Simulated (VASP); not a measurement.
# Hf (P6_3/mmc) in VASP: notebook

Runs on Hf. Level: PBEsol+D4. Tasks: relaxation of cell and atoms.

All numbers are computed with VASP 6.6.1; they aren't measurements. Logs are shortened: lines on timing, memory, paths and dates and some standing lists are left out, and cuts for length are marked.

### Step 1. The cell of the first run

The structure is hexagonal, space group P6_3/mmc (No. 194). Conventional cell: a = 3.148 Å, b = 3.148 Å, c = 4.992 Å, α = 90.00°, β = 90.00°, γ = 120.00°. Hf (site symmetry -6m2) has 12 Hf at 3.09 to 3.15 Å within 4.1 Å.

### Step 2. Relaxation of cell and atoms, PBEsol+D4

File INCAR:

```
ALGO = Normal
EDIFF = 1E-6
EDIFFG = -0.03
ENCUT = 600
GGA = PS
IBRION = 2
ISIF = 3
ISMEAR = -1
IVDW = 13
LASPH = T
LCHARG = F
LREAL = F
LWAVE = F
NELM = 60
NSW = 80
PREC = Accurate
SIGMA = 0.1
```

File KPOINTS:

```
k-points
0
Gamma
  9 9 5
```

File POSCAR:

```
Hf
1.0
    3.1478805594      0.0000000000      0.0000000000
   -1.5739402797      2.7261445325      0.0000000000
    0.0000000000      0.0000000000      4.9921750736
Hf
2
Direct
    0.3333333333      0.6666666667      0.2500000000
    0.6666666667      0.3333333333      0.7500000000
```

Potentials or basis: VASP PAW PBE potentials, release 64 (Hf_pv).

Started as:

```
cat potpaw_PBE.64/Hf_pv/POTCAR > POTCAR
mpirun -np 1 vasp_std > vasp.out
```

OUTCAR:

```text
EDIFF = 1E-6
   EDIFFG = -0.03
   ENCUT = 600
   GGA = PS
   IBRION = 2
   ISIF = 3
   ISMEAR = -1
   IVDW = 13
   LASPH = T
   LREAL = F
   NELM = 60
   NSW = 80
   PREC = Accurate

 ion  position               nearest neighbor table
   1  0.333  0.667  0.250-   2 3.09   2 3.09   2 3.09   2 3.09   2 3.09   2 3.09
   2  0.667  0.333  0.750-   1 3.09   1 3.09   1 3.09   1 3.09   1 3.09   1 3.09

  LATTYP: Found a hexagonal cell.
 ALAT       =     3.1478805594
 C/A-ratio  =     1.5858845275

  Lattice vectors:

 A1 = (   3.1478805594,   0.0000000000,   0.0000000000)
 A2 = (  -1.5739402797,   2.7261445325,   0.0000000000)
 A3 = (   0.0000000000,   0.0000000000,   4.9921750736)

Analysis of symmetry for initial positions (statically):
=====================================================================
 Subroutine PRICEL returns:
 Original cell was already a primitive cell.

 Routine SETGRP: Setting up the symmetry group for a
 hexagonal supercell.

 Subroutine GETGRP returns: Found 24 space group operations
 (whereof 12 operations were pure point group operations)
 out of a pool of 24 trial point group operations.

The static configuration has the point symmetry D_3d.
 The point group associated with its full space group is D_6h.

Analysis of symmetry for dynamics (positions and initial velocities):
=====================================================================
 Subroutine PRICEL returns:
 Original cell was already a primitive cell.

 Routine SETGRP: Setting up the symmetry group for a
 hexagonal supercell.

 Subroutine GETGRP returns: Found 24 space group operations
 (whereof 12 operations were pure point group operations)
 out of a pool of 24 trial point group operations.

The dynamic configuration has the point symmetry D_3d.
 The point group associated with its full space group is D_6h.

 Subroutine INISYM returns: Found 24 space group operations
 (whereof 12 operations are pure point group operations),
 and found     1 'primitive' translations

----------------------------------------------------------------------------------------

                                     Primitive cell

  volume of cell :      42.8407

  direct lattice vectors                    reciprocal lattice vectors
     3.147880559  0.000000000  0.000000000     0.317674061  0.183409204  0.000000000
    -1.573940280  2.726144533  0.000000000     0.000000000  0.366818409  0.000000000
     0.000000000  0.000000000  4.992175074     0.000000000  0.000000000  0.200313488

  length of vectors
     3.147880559  3.147880559  4.992175074     0.366818409  0.366818409  0.200313488

  position of ions in fractional coordinates (direct lattice)
     0.333333333  0.666666667  0.250000000
     0.666666667  0.333333333  0.750000000

  ion indices of the primitive-cell ions
   primitive index   ion index
                 1           1
                 2           2

----------------------------------------------------------------------------------------

 KPOINTS: k-points

Automatic generation of k-mesh.
 Grid dimensions read from file:
 generate k-points for:    9    9    5

 Generating k-lattice:

  Cartesian coordinates                     Fractional coordinates (reciprocal lattice)
     0.035297118  0.020378800  0.000000000     0.111111111 -0.000000000  0.000000000
     0.000000000  0.040757601  0.000000000     0.000000000  0.111111111  0.000000000
     0.000000000  0.000000000  0.040062698     0.000000000  0.000000000  0.200000000

  Length of vectors
     0.040757601  0.040757601  0.040062698

  Shift w.r.t. Gamma in fractional coordinates (k-lattice)
     0.000000000  0.000000000  0.000000000

 Subroutine IBZKPT returns following result:
 ===========================================

 Found     36 irreducible k-points:

 Following reciprocal coordinates:
            Coordinates               Weight
  0.000000  0.000000  0.000000      1.000000
  0.111111  0.000000  0.000000      6.000000
  0.222222  0.000000  0.000000      6.000000
  0.333333 -0.000000  0.000000      6.000000
  0.444444  0.000000  0.000000      6.000000
  0.111111  0.111111  0.000000      6.000000
[... 16 lines left out ...]
  0.333333  0.222222  0.200000     24.000000
  0.333333  0.333333  0.200000      4.000000
 [... further k-points ...]
   k-points           NKPTS =     36   k-points in BZ     NKDIM =     36   number of bands    NBANDS=     14
   number of dos      NEDOS =    301   number of ions     NIONS =      2
   total plane-waves  NPLWV =  31360
   dimension x,y,z NGX =    28 NGY =   28 NGZ =   40
   dimension x,y,z NGXF=    56 NGYF=   56 NGZF=   80
   ions per type =               2
   NGX,Y,Z   is equivalent  to a cutoff of  14.79, 14.79, 13.32 a.u.
   NGXF,Y,Z  is equivalent  to a cutoff of  29.57, 29.57, 26.64 a.u.
 SYSTEM =  unknown system
   PREC   = accura    normal or accurate (medium, high low for compatibility)
   ISTART =      0    job   : 0-new  1-cont  2-samecut
   ICHARG =      2    charge: 1-file 2-atom 10-const
   ISPIN  =      1    spin polarized calculation?
   LNONCOLLINEAR =      F non collinear calculations
   LSORBIT =      F    spin-orbit coupling
   LASPH  =      T    aspherical Exc in radial PAW
   ENCUT  =  600.0 eV  44.10 Ry    6.64 a.u.   6.29  6.29  9.97*2*pi/ulx,y,z
   NELM   =     60;   NELMIN=  2; NELMDL= -5     # of ELM steps
   EDIFF  = 0.1E-05   stopping-criterion for ELM
   LREAL  =      F    real-space projection
   EDIFFG = -.3E-01   stopping-criterion for IOM
   NSW    =     80    number of steps for IOM
   IBRION =      2    ionic relax: 0-MD 1-quasi-New 2-CG
   NFREE  =      1    steps in history (QN), initial steepest desc. (CG)
   ISIF   =      3    stress and relaxation
   ISYM   =      2    0-nonsym 1-usesym 2-fastsym
   POTIM  = 0.5000    time-step for ionic-motion
   TEBEG  =    0.0;   TEEND  =   0.0 temperature during run
   PSTRESS=    0.0 pullay stress
   NELECT =      20.0000    total number of electrons
   NUPDOWN=      -1.0000    fix difference up-down
   EMIN   =  10.00;   EMAX   =-10.00  energy-range for DOS
   EFERMI =   0.00;   METHOD = LEGACY
   ISMEAR =    -1;   SIGMA  =   0.10  broadening in eV -4-tet -1-fermi 0-gaus
   EFERMI_NEDOS =   21; number of points for ismear=-14 and -15
   IALGO  =     38    algorithm
   IMIX   =      4    mixing-type and parameters
     AMIX     =   0.40;   BMIX     =  1.00
     AMIX_MAG =   1.60;   BMIX_MAG =  1.00
  volume/ion in A,a.u.               =      21.42       144.55
  Fermi-wavevector in a.u.,A,eV,Ry     =   1.269987  2.399927 21.944378  1.612866
  Thomas-Fermi vector in A             =   2.402998
   LORBIT       =      0    0 simple, 1 ext, 2 COOP (PROOUT), +10 PAW based schemes
   GGA     = PS    functional components
   LHFCALC =     F    Hartree Fock is set to
   AEXX    =    0.0000 exact exchange contribution
   IVDW    =    13    specifies the selected vdW correction
   LEPSILON=     F    determine dielectric tensor
   LRPA    =     F    only Hartree local field effects (RPA)
 conjugate gradient relaxation of ions
 non-spin polarized calculation
  energy-cutoff  :      600.00
  volume of cell :       42.84
 maximum number of plane-waves:      1442
 NGX is ok and might be reduce to    28
   NGX = 13   NGY = 13   NGZ = 19

--------------------------------------- Ionic step        1  -------------------------------------------

 number of electron      19.9999998 magnetization

 Free energy of the ion-electron system (eV)
  ---------------------------------------------------
  ext. energy  EPLUGINS =         0.00000000
  ---------------------------------------------------
  free energy    TOTEN  =       -21.03528636 eV

  energy without entropy =      -20.98584655  energy(sigma->0) =      -21.01056645

------------------------ aborting loop because EDIFF is reached ----------------------------------------

  DFT-D4 for vdW energy calculation

  Edisp (eV):   -0.25520

  FORCE on cell =-STRESS in cart. coord.  units (eV):
  Direction    XX          YY          ZZ          XY          YZ          ZX
  --------------------------------------------------------------------------------------
  -------------------------------------------------------------------------------------
  Total      -0.08536    -0.08536    -0.11332     0.00000     0.00000     0.00000
  in kB      -3.19234    -3.19234    -4.23786     0.00000     0.00000     0.00000
  external pressure =       -3.54 kB  Pullay stress =        0.00 kB

 VOLUME and BASIS-vectors are now :
 -----------------------------------------------------------------------------
  energy-cutoff  :      600.00
  volume of cell :       42.84
      direct lattice vectors                 reciprocal lattice vectors
     3.147880559  0.000000000  0.000000000     0.317674061  0.183409204  0.000000000
    -1.573940280  2.726144533  0.000000000     0.000000000  0.366818409  0.000000000
     0.000000000  0.000000000  4.992175074     0.000000000  0.000000000  0.200313488
[... 41 lines left out ...]
 POSITION                                       TOTAL-FORCE (eV/Angst)
 -----------------------------------------------------------------------------------
     -0.00000      1.81369      1.24463         0.000000     -0.000000      0.000000
      1.57070      0.90684      3.73390        -0.000000      0.000000      0.000000
 -----------------------------------------------------------------------------------
    total drift:                               -0.000000      0.000000     -0.000000

  FREE ENERGIE OF THE ION-ELECTRON SYSTEM (eV)
  ---------------------------------------------------
  free  energy   TOTEN  =       -21.2904485232 eV

  energy  without entropy=      -21.2415466157  energy(sigma->0) =      -21.26599757

--------------------------------------- Ionic step        3  -------------------------------------------

 number of electron      19.9999998 magnetization

 Free energy of the ion-electron system (eV)
  ---------------------------------------------------
  ext. energy  EPLUGINS =         0.00000000
  ---------------------------------------------------
  free energy    TOTEN  =       -21.03463158 eV

  energy without entropy =      -20.98545848  energy(sigma->0) =      -21.01004503

 E-fermi :   5.0705     XC(G=0): -11.6065

 val. band max:        5.0559853392   @ k =   0.0000   0.0000   0.4000
 cond. band min:       5.1803985148   @ k =   0.2222   0.2222   0.4000
 fundamental gap:      0.1244131756
 Fermi energy:         5.0705451095

 k-point     1 :       0.0000    0.0000    0.0000
  band No.  band energies     occupation
      1     -25.9117      2.00000
      2     -25.0385      2.00000
      3     -25.0385      2.00000
      4     -24.8952      2.00000
      5     -24.8909      2.00000
      6     -24.8909      2.00000
      7      -2.4609      2.00000
      8       1.2170      2.00000
      9       5.9122      0.00044
     10       6.2683      0.00001
     11       6.2683      0.00001
     12       6.5391      0.00000
     13       7.1362      0.00000
     14       7.1362      0.00000

 k-point     2 :       0.1111    0.0000    0.0000
  band No.  band energies     occupation
      1     -25.8746      2.00000
      2     -25.1184      2.00000
      3     -25.0649      2.00000
      4     -24.9748      2.00000
      5     -24.9122      2.00000
      6     -24.9016      2.00000
      7      -2.0688      2.00000
      8       1.5989      2.00000
      9       5.3781      0.08822
     10       5.4948      0.02833
[... 362 lines left out ...]
 k-point    24 :       0.3333    0.3333    0.2000
  band No.  band energies     occupation
      1     -25.5609      2.00000
      2     -25.5577      2.00000
      3     -25.5577      2.00000
      4     -25.2975      2.00000
      5     -25.1783      2.00000
      6     -25.1783      2.00000
      7       2.9714      2.00000
      8       3.2668      2.00000
      9       3.2668      2.00000
     10       3.6638      2.00000
     11       5.2437      0.30076
     12       5.2437      0.30076
     13       7.1834      0.00000
     14       9.8084      0.00000

 [... further k-points ...]

------------------------ aborting loop because EDIFF is reached ----------------------------------------

  DFT-D4 for vdW energy calculation

  Edisp (eV):   -0.25602

  FORCE on cell =-STRESS in cart. coord.  units (eV):
  Direction    XX          YY          ZZ          XY          YZ          ZX
  --------------------------------------------------------------------------------------
  -------------------------------------------------------------------------------------
  Total       0.00534     0.00534     0.00009     0.00000     0.00000     0.00000
  in kB       0.20036     0.20036     0.00346     0.00000     0.00000     0.00000
  external pressure =        0.13 kB  Pullay stress =        0.00 kB

 VOLUME and BASIS-vectors are now :
 -----------------------------------------------------------------------------
  energy-cutoff  :      600.00
  volume of cell :       42.70
      direct lattice vectors                 reciprocal lattice vectors
     3.144733390  0.000000000  0.000000000     0.317991981  0.183592756  0.000000000
    -1.572366695  2.723419004 -0.000000000     0.000000000  0.367185511  0.000000000
    -0.000000000  0.000000000  4.985549414    -0.000000000  0.000000000  0.200579699

 POSITION                                       TOTAL-FORCE (eV/Angst)
 -----------------------------------------------------------------------------------
     -0.00000      1.81561      1.24639        -0.000000      0.000000      0.000000
      1.57237      0.90781      3.73916         0.000000     -0.000000      0.000000
 -----------------------------------------------------------------------------------
    total drift:                               -0.000000      0.000000     -0.000000

  FREE ENERGIE OF THE ION-ELECTRON SYSTEM (eV)
  ---------------------------------------------------
  free  energy   TOTEN  =       -21.2906513747 eV

  energy  without entropy=      -21.2414782713  energy(sigma->0) =      -21.26606482

 reached required accuracy - stopping structural energy minimisation
```

It took 90 s on 1 thread of AMD EPYC 7R13, shared host; peak memory 0.17 GiB.

What came out:

```
Free energy                           : -21.2907 eV
Relaxed volume                        : 21.35 Å³/atom
Relaxed cell                          : a = 3.145 Å, b = 3.145 Å, c = 4.986 Å, α = 90.00°, β = 90.00°, γ = 120.00°
Space group after relaxing (to 0.1 Å) : P6_3/mmc (No. 194)
Energy gained by relaxing             : 0.1 meV/atom
Ionic steps                           : 3
Pressure after relaxing               : 0.0 GPa
Band gap on the k mesh                : zero (bands 10 and 11 overlap by 1.53 eV)
Dispersion energy per atom            : -0.128 eV
```

The path:
| step | energy change (eV) | largest force (eV/Å) | pressure (GPa) | volume (Å³) |
| --- | --- | --- | --- | --- |
| 1 | 0.0000 | 0.0000 | -0.35 | 42.84 |
| 2 | 0.0000 | 0.0000 | 0.43 | 42.55 |
| 3 | -0.0002 | 0.0000 | 0.01 | 42.70 |

Final structure:
```cif
data_structure
_symmetry_space_group_name_H-M 'P 1'
_symmetry_Int_Tables_number 1
_cell_length_a 3.1447
_cell_length_b 3.1447
_cell_length_c 4.9855
_cell_angle_alpha 90.000
_cell_angle_beta 90.000
_cell_angle_gamma 120.000
_cell_volume 42.70
loop_
_atom_site_label
_atom_site_type_symbol
_atom_site_fract_x
_atom_site_fract_y
_atom_site_fract_z
_atom_site_occupancy
Hf1 Hf 0.33333 0.66667 0.25000 1
Hf2 Hf 0.66667 0.33333 0.75000 1
```

Caveat: the PAW data sets were made with another functional, which shifts forces and pressure a little; spin-orbit coupling is left out, which moves the levels of the heavy elements.

(Part 1 of 2 ends here.)
